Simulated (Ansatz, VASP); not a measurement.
Two plane-wave programs on SnSe

```
Sn Se
1.0
     3.23951    0.00000    0.00000
    -1.61975    2.80550    0.00000
     0.00000    0.00000    5.63760
Sn Se
1 1
Direct
  0.00000 0.00000 0.00000
  0.00000 0.00000 0.50000
```

Alike in both runs: functional PBE; k mesh 6 × 6 × 4; occupations gaussian, width 0.1 eV; no spin polarisation.

Ansatz relaxed the structure, and its values are those at the end. VASP's run is a single point on that final structure, the one shown.

```csv
,VASP,Ansatz
version,VASP 6.6.1,Ansatz 0.2.0
potentials or method,"VASP PAW PBE potentials, release 64 (Sn_d, Se), cutoff 520 eV","scalar-relativistic, plane waves, PAW"
valence electrons in the cell,20,30
```

|  | VASP | Ansatz | Ansatz less VASP |
| --- | --- | --- | --- |
| gap on the k mesh at the Fermi level (eV) | none | none | - |
| pressure (GPa) | 0.0 | 0.0 | +0.03 |

A gap of «none» marks a metal or a gap that the smearing closes. VASP's potentials hold 20 valence electrons a cell and Ansatz's 30, so a difference there can come from the potentials and not from the codes.

The k mesh is coarse, so the values compare programs but aren't converged.
